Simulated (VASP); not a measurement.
Here is a VASP 6.6.1 calculation.

File INCAR:

```
PREC = Accurate
ENCUT = 500
EDIFF = 1E-6
ISMEAR = 0
SIGMA = 0.1
LREAL = False
LASPH = True
NELM = 200
ALGO = Normal
ISIF = 2
LWAVE = False
LCHARG = False
GGA = PE
NBANDS = 44
GGA_COMPAT = False
LMAXMIX = 6
```

File KPOINTS:

```
regular mesh
0
Gamma
  4 4 4
```

POSCAR

```
Nd3H
1.0
    5.6360055100      0.0000000000      0.0000000000
    0.0000000000      5.6360055100      0.0000000000
    0.0000000000      0.0000000000      5.6360055100
Nd H
6 2
Direct
    0.2500000000      0.0000000000      0.5000000000
    0.5000000000      0.7500000000      0.0000000000
    0.7500000000      0.0000000000      0.5000000000
    0.5000000000      0.2500000000      0.0000000000
    0.0000000000      0.5000000000      0.7500000000
    0.0000000000      0.5000000000      0.2500000000
    0.0000000000      0.0000000000      0.0000000000
    0.5000000000      0.5000000000      0.5000000000
```

Potentials or basis: VASP PAW PBE potentials, release 64 (Nd_3, H), 4f in core.

Run with:

```console
$ cat potpaw_PBE.64/Nd_3/POTCAR potpaw_PBE.64/H/POTCAR > POTCAR
$ mpirun -np 1 vasp_std > vasp.out
```

Question: Estimate the pressure.

Answer: 11.4 GPa.

Question: Estimate the band gap on the k mesh.

Answer: Zero (bands 34 and 35 overlap by 0.79 eV).

Caveat: the cell stands under pressure; spin-orbit coupling is left out, which moves the levels of the heavy elements; the 4f electrons are frozen in the core, so they carry no moment and show no levels. Spin polarisation is off, so any magnetic state and its effect on volume and gap are missing.
